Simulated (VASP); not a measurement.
# CuO in VASP: notebook, part 2 of 2

VASP 6.6.1. Earlier steps stand in the parts before.

## (5) Single point, r2SCAN

This run uses another cell than the first one, of 10.51 Å³/atom.

File POSCAR:

```
CuO
1.0
    2.8601748718      0.0000000000      0.0000000000
    0.0388105168      2.8599548740      0.0000000000
    0.0173779641      0.0171291597      5.1415976211
Cu O
2 2
Direct
    0.0000000000      0.5000000000      0.0000000000
    0.5000000000      0.0000000000      0.5000000000
    0.9984239700      0.0016717800      0.7498871000
    0.0015760300      0.9983282200      0.2501129000
```

File INCAR.step1:

```
SYSTEM = CuO
  PREC = Accurate
  ENCUT = 520
  ISMEAR = -1
  SIGMA = 0.05
  LREAL = .FALSE.
  LASPH = .TRUE.
  NELM = 100
  NBANDS = 25
  GGA = PE
  ALGO = Normal
  EDIFF = 1E-4
  LWAVE = .TRUE.
  LCHARG = .FALSE.
```

File INCAR.step2:

```
SYSTEM = CuO
  PREC = Accurate
  ENCUT = 520
  EDIFF = 1E-6
  ISMEAR = -1
  SIGMA = 0.05
  LREAL = .FALSE.
  LASPH = .TRUE.
  NELM = 100
  ALGO = Normal
  ISIF = 2
  LWAVE = .FALSE.
  LCHARG = .TRUE.
  METAGGA = R2SCAN
  LMIXTAU = .TRUE.
  LELF = .TRUE.
  LVHAR = .TRUE.
  NBANDS = 25
  ISTART = 1
```

File KPOINTS:

```
Automatic mesh
0
G
  9 9 5
  0 0 0
```

Potentials or basis: VASP PAW PBE potentials, release 64 (Cu, O).

Run with:

```
> cat potpaw_PBE.64/Cu/POTCAR potpaw_PBE.64/O/POTCAR > POTCAR
> cp INCAR.step1 INCAR
> mpirun -np 1 vasp_std > vasp.out
> cp INCAR.step2 INCAR
> mpirun -np 1 vasp_std > vasp.out
```

OUTCAR:

```text
SYSTEM = CuO
   PREC = Accurate
   ENCUT = 520
   EDIFF = 1E-6
   ISMEAR = -1
   LREAL = .FALSE.
   LASPH = .TRUE.
   NELM = 100
   ISIF = 2
   METAGGA = R2SCAN
   ISTART = 1

 ion  position               nearest neighbor table
   1  0.000  0.500  0.000-   3 1.92   4 1.92   3 1.92   4 1.92
   2  0.500  0.000  0.500-   3 1.92   4 1.92   4 1.92   3 1.92
   3  0.998  0.002  0.750-   2 1.92   2 1.92   1 1.92   1 1.92
   4  0.002  0.998  0.250-   2 1.92   2 1.92   1 1.92   1 1.92

  LATTYP: Found a base centered monoclinic cell.
 ALAT       =    11.0423039176
 B/A-ratio  =     0.3638182808
 C/A-ratio  =     0.4656324948
 COS(beta)  =    -0.9295148209

  Lattice vectors:

 A1 = (   2.8427969077,  -0.0171291597,  -5.1415976211)
 A2 = (   0.0214325527,   2.8428257143,  -5.1415976211)
 A3 = (   0.0173779641,   0.0171291597,   5.1415976211)

Analysis of symmetry for initial positions (statically):
=====================================================================
 Subroutine PRICEL returns:
 Original cell was already a primitive cell.

 Routine SETGRP: Setting up the symmetry group for a
 base centered monoclinic supercell.

 Subroutine GETGRP returns: Found  2 space group operations
 (whereof  2 operations were pure point group operations)
 out of a pool of  4 trial point group operations.

The static configuration has the point symmetry S_2 .

Analysis of symmetry for dynamics (positions and initial velocities):
=====================================================================
 Subroutine PRICEL returns:
 Original cell was already a primitive cell.

 Routine SETGRP: Setting up the symmetry group for a
 base centered monoclinic supercell.

 Subroutine GETGRP returns: Found  2 space group operations
 (whereof  2 operations were pure point group operations)
[... 120 lines left out ...]
   EFERMI =   0.00;   METHOD = LEGACY
   ISMEAR =    -1;   SIGMA  =   0.05  broadening in eV -4-tet -1-fermi 0-gaus
   EFERMI_NEDOS =   21; number of points for ismear=-14 and -15
   IALGO  =     38    algorithm
   IMIX   =      4    mixing-type and parameters
     AMIX     =   0.40;   BMIX     =  1.00
     AMIX_MAG =   1.60;   BMIX_MAG =  1.00
  volume/ion in A,a.u.               =      10.51        70.96
  Fermi-wavevector in a.u.,A,eV,Ry     =   1.525052  2.881930 31.644188  2.325782
  Thomas-Fermi vector in A             =   2.633275
   LORBIT       =      0    0 simple, 1 ext, 2 COOP (PROOUT), +10 PAW based schemes
   METAGGA = R2SCAN    functional components
   LHFCALC =     F    Hartree Fock is set to
   AEXX    =    0.0000 exact exchange contribution
   IVDW    =     0    specifies the selected vdW correction
   LEPSILON=     F    determine dielectric tensor
   LRPA    =     F    only Hartree local field effects (RPA)
 non-spin polarized calculation
  energy-cutoff  :      520.00
  volume of cell :       42.06
 maximum number of plane-waves:      1151
 NGX is ok and might be reduce to    24
   NGX = 11   NGY = 11   NGZ = 19

 number of electron      33.9999969 magnetization

 Free energy of the ion-electron system (eV)
  ---------------------------------------------------
  ext. energy  EPLUGINS =         0.00000000
  ---------------------------------------------------
  free energy    TOTEN  =       -36.46379552 eV

  energy without entropy =      -36.44491700  energy(sigma->0) =      -36.45435626

 E-fermi :   5.3528     XC(G=0): -12.3268

 val. band max:        5.3451481287   @ k =  -0.4444   0.3333   0.4000
 cond. band min:       5.3579641693   @ k =  -0.4444  -0.4444   0.4000
 fundamental gap:      0.0128160406
 Fermi energy:         5.3528442156

 k-point     1 :       0.0000    0.0000    0.0000
  band No.  band energies     occupation
      1     -16.0129      2.00000
      2     -14.6932      2.00000
      3      -3.4693      2.00000
      4      -0.5729      2.00000
      5      -0.5449      2.00000
      6       1.2164      2.00000
[... 661 lines left out ...]
     24      18.3948      0.00000
     25      22.0728      0.00000

 [... further k-points ...]

------------------------ aborting loop because EDIFF is reached ----------------------------------------

  FORCE on cell =-STRESS in cart. coord.  units (eV):
  Direction    XX          YY          ZZ          XY          YZ          ZX
  --------------------------------------------------------------------------------------
  -------------------------------------------------------------------------------------
  Total        1.0889129      1.0750463      0.9040839     -0.0057886      0.0066085      0.0022570
  in kB       41.4814459     40.9532046     34.4405002     -0.2205137      0.2517466      0.0859793
  external PRESSURE =      38.9583835 kB  Pullay stress =       0.0000000 kB

 VOLUME and BASIS-vectors are now :
 -----------------------------------------------------------------------------
  energy-cutoff  :      520.00
  volume of cell :       42.06
      direct lattice vectors                 reciprocal lattice vectors
     2.860174872  0.000000000  0.000000000     0.349628972 -0.004744579 -0.001165896
     0.038810517  2.859954874  0.000000000     0.000000000  0.349655867 -0.001164874
     0.017377964  0.017129160  5.141597621     0.000000000  0.000000000  0.194492077

 POSITION                                       TOTAL-FORCE (eV/Angst)
 -----------------------------------------------------------------------------------
      0.01941      1.42998      0.00000         0.000000      0.000000      0.000000
      1.43878      0.00856      2.57080        -0.000000     -0.000000      0.000000
      2.86876      0.01763      3.85562         0.001680     -0.003304      0.010291
      0.04760      2.85946      1.28598        -0.001680      0.003304     -0.010291
 -----------------------------------------------------------------------------------
    total drift:                                0.000000     -0.000000     -0.000000

  FREE ENERGIE OF THE ION-ELECTRON SYSTEM (eV)
  ---------------------------------------------------
  free  energy   TOTEN  =       -36.4637955178 eV

  energy  without entropy=      -36.4449169971  energy(sigma->0) =      -36.45435626
```

OUTCAR.step1:

```text
SYSTEM = CuO
   PREC = Accurate
   ENCUT = 520
   ISMEAR = -1
   LREAL = .FALSE.
   LASPH = .TRUE.
   NELM = 100
[... 902 lines left out ...]
      1.43878      0.00856      2.57080         0.000000     -0.000000      0.000000
      2.86876      0.01763      3.85562         0.001335     -0.003072     -0.003338
      0.04760      2.85946      1.28598        -0.001335      0.003072      0.003338
 -----------------------------------------------------------------------------------
    total drift:                                0.000000     -0.000000     -0.000000

  FREE ENERGIE OF THE ION-ELECTRON SYSTEM (eV)
  ---------------------------------------------------
  free  energy   TOTEN  =       -19.6448179415 eV

  energy  without entropy=      -19.6256858267  energy(sigma->0) =      -19.63525188
```

OSZICAR.step1:

```text
N       E                     dE             d eps       ncg     rms          rms(c)
DAV:   1     0.295941486529E+03    0.29594E+03   -0.16428E+04 10687   0.213E+03
DAV:   2     0.108827452644E+02   -0.28506E+03   -0.26320E+03 10312   0.394E+02
DAV:   3    -0.247336334738E+02   -0.35616E+02   -0.33748E+02 12723   0.155E+02
DAV:   4    -0.259275352223E+02   -0.11939E+01   -0.11876E+01 12302   0.303E+01
DAV:   5    -0.259524345737E+02   -0.24899E-01   -0.24886E-01 13198   0.390E+00    0.178E+01
DAV:   6    -0.231449294572E+02    0.28075E+01   -0.37002E+01 14575   0.154E+02    0.132E+01
DAV:   7    -0.195827732184E+02    0.35622E+01   -0.10169E+01 12407   0.116E+02    0.257E+00
DAV:   8    -0.196808108632E+02   -0.98038E-01   -0.14816E+00 10719   0.824E+00    0.165E+00
DAV:   9    -0.196563799826E+02    0.24431E-01   -0.92473E-02 16237   0.961E+00    0.103E+00
DAV:  10    -0.196498659280E+02    0.65141E-02   -0.58658E-02 16090   0.652E+00    0.559E-01
DAV:  11    -0.196451772312E+02    0.46887E-02   -0.63582E-03 16277   0.162E+00    0.300E-01
DAV:  12    -0.196447745695E+02    0.40266E-03   -0.51019E-03 15496   0.807E-01    0.525E-02
DAV:  13    -0.196448179415E+02   -0.43372E-04   -0.23053E-04  7516   0.374E-01
   1 F= -.19644818E+02 E0= -.19635252E+02  d E =-.191321E-01
```

Run time: 7.3 min. Hardware: 1 thread of Intel Xeon Platinum 8375C at 2.90GHz (Ice Lake), shared host; peak memory 0.3 GiB.

Results:

```yaml
Free_energy: -36.4638 eV
Pressure: 3.9 GPa
Largest_force: 0.011 eV/Å
Band_gap_on_the_k_mesh: zero (bands 17 and 18 overlap by 0.96 eV)
```

Forces on the atoms (eV/Å):
```
Cu   0.000  0.000  0.000
Cu   0.000  0.000  0.000
O    0.002 -0.003  0.010
O   -0.002  0.003 -0.010
```

Caveat: the cell stands under pressure; the PAW data sets were made with another functional, which shifts forces and pressure a little; semilocal functionals often make such compounds metallic where correlation or magnetic order opens a gap, which also shifts bond lengths. With open d or f shells a metallic result of r2SCAN can be an artefact of self-interaction; +U or a hybrid may open a gap.

## (6) Single point, r2SCAN

This run uses another cell than the first one, of 10.73 Å³/atom.

File POSCAR:

```
CuO
1.0
    2.8946256069     -0.0191074428     -0.0042973275
    0.0201720155      2.8945727041     -0.0042752928
    0.0097477525      0.0096407103      5.1233323701
Cu O
2 2
Direct
    0.0000000000      0.5000000000      0.0000000000
    0.5000000000      0.0000000000      0.5000000000
    0.9998472086      0.0001528715      0.7500023045
    0.0001527914      0.9998471285      0.2499976955
```

File INCAR.step1:

```
SYSTEM = CuO
PREC = Accurate ; ENCUT = 520
ISMEAR = -1 ; SIGMA = 0.05
LREAL = .FALSE. ; LASPH = .TRUE.
NELM = 60 ; NBANDS = 25
GGA = PE ; ALGO = Normal
EDIFF = 1E-4 ; LWAVE = .TRUE.
LCHARG = .FALSE.
```

File INCAR.step2:

```
SYSTEM = CuO
PREC = Accurate ; ENCUT = 520
EDIFF = 1E-6 ; ISMEAR = -1
SIGMA = 0.05 ; LREAL = .FALSE.
LASPH = .TRUE. ; NELM = 60
ALGO = Normal ; ISIF = 2
LWAVE = .FALSE. ; LCHARG = .FALSE.
METAGGA = R2SCAN ; LMIXTAU = .TRUE.
NBANDS = 25 ; ISTART = 1
```

KPOINTS is that of step 5.

Potentials or basis: VASP PAW PBE potentials, release 64 (Cu, O).

Run with:

```
> cat potpaw_PBE.64/Cu/POTCAR potpaw_PBE.64/O/POTCAR > POTCAR
> cp INCAR.step1 INCAR
> mpirun -np 1 vasp_std > vasp.out
> cp INCAR.step2 INCAR
> mpirun -np 1 vasp_std > vasp.out
```

Wall time 2.4 min (1 thread of Intel Xeon 6975P-C (Granite Rapids), shared host); peak memory 0.23 GiB.

The run converged. Its results:

```yaml
Free_energy: -36.4786 eV
Pressure: 1.0 GPa
Band_gap_on_the_k_mesh: zero (bands 17 and 18 overlap by 0.97 eV)
```

Stress tensor (GPa, compression positive):
```
0.89 0.00 0.00
0.00 0.89 0.00
0.00 0.00 1.28
```

Levels at points of the mesh, in eV from the Fermi level:
```
           k point  band 15  band 16  band 17  band 18  band 19  band 20
(0.00, 0.00, 0.00)    -2.57    -2.22     0.70     0.70     1.79     6.62
```

Caveat: the PAW data sets were made with another functional, which shifts forces and pressure a little; semilocal functionals often make such compounds metallic where correlation or magnetic order opens a gap, which also shifts bond lengths. With open d or f shells a metallic result of r2SCAN can be an artefact of self-interaction; +U or a hybrid may open a gap.

## (7) Overview

```tsv
level	U	cell	gap on the mesh (eV)	pressure (GPa)	largest force (eV/Å)
PBEsol+U	Cu d U = 5.3 eV	a = 2.913, b = 2.913, c = 5.118 Å, angles 89.8, 89.8, 89.5°, 4 atoms, atomic positions A	none	-5.6	-
r2SCAN	-	a = 2.821, b = 2.821, c = 5.071 Å, angles 89.8, 89.8, 89.2°, 4 atoms, atomic positions B	none	12.7	0.01
r2SCAN	-	a = 2.841, b = 2.841, c = 5.106 Å, angles 89.8, 89.8, 89.2°, 4 atoms, atomic positions B	none	8.1	0.01
r2SCAN	-	a = 2.860, b = 2.860, c = 5.142 Å, angles 89.8, 89.8, 89.2°, 4 atoms, atomic positions B	none	3.9	0.01
r2SCAN	-	a = 2.895, b = 2.895, c = 5.123 Å, 4 atoms, atomic positions C	none	1.0	-
```

Alike in all rows: task single point; potentials or basis VASP PAW PBE potentials, release 64 (Cu, O); no spin polarisation; k mesh 9 × 9 × 5; cutoff (eV) 520; smearing fermi-dirac 0.05 eV.

Caveats: the PAW data sets were made with another functional, which shifts forces and pressure a little; semilocal functionals often make such compounds metallic where correlation or magnetic order opens a gap, which also shifts bond lengths (at least some runs); the cell stands under pressure (at least some runs); the cell stands under tension (at least some runs); U without spin polarisation on a metal has little footing (at least some runs).

Total energies depend on the potentials used, so only differences within one code and one set of settings carry meaning.

The gap in the log of VASP goes by the Fermi energy; the results here count the filled bands.